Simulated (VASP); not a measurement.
Write the native input for VASP 6.6.1 that does the following.

| Quantity | Value |
| --- | --- |
| Task | single point |
| Functional | PBEsol |
| Potentials or basis | VASP PAW PBE potentials, release 64 (Sr_sv, O) |
| Cutoff | 520 eV |
| k mesh | 8 × 8 × 8 |
| Occupations | gaussian, width 0.05 eV |
| Spin | no spin polarisation |
| Dipole correction | no |
| Further INCAR settings | ALGO = Normal; EDIFF = 1e-07; NBANDS = 15 |

The structure of SrO lies in POSCAR:

```
SrO
1.0
    0.0000000000      2.7128535499      2.3059255175
    2.7128535499      0.0000000000      2.3059255175
    2.7128535499      2.7128535499      0.0000000000
Sr O
1 1
Direct
    0.0000000000      0.0000000000      0.0000000000
    0.5000000000      0.5000000000      0.5000000000
```

This cell differs from its parent crystal: ratio of the length along z to the lengths across it x 0.85, volume and fractional coordinates fixed.

One way to write it, as run:

INCAR

```
SYSTEM = SrO
PREC = Accurate
ENCUT = 520
EDIFF = 1E-7
ISMEAR = 0
SIGMA = 0.05
LREAL = .FALSE.
LASPH = .TRUE.
NELM = 80
ALGO = Normal
ISIF = 2
LWAVE = .FALSE.
LCHARG = .FALSE.
GGA = PS
NBANDS = 15
```

KPOINTS

```
Automatic mesh
0
G
  8 8 8
  0 0 0
```

Potentials or basis: VASP PAW PBE potentials, release 64 (Sr_sv, O).

Command:

```bash
$ cat potpaw_PBE.64/Sr_sv/POTCAR potpaw_PBE.64/O/POTCAR > POTCAR
$ mpirun -np 1 vasp_std > vasp.out
```

It gave:

The pressure is 6.2 GPa. The band gap on the k mesh is 2.14 eV, indirect (least direct gap 2.29 eV).

Caveat: the PAW data sets were made with another functional, which shifts forces and pressure a little.

Wall time 15 s on 1 thread of Intel(R) Xeon(R) 6975P-C (Granite Rapids), with other jobs on the host, peak memory 0.17 GiB.
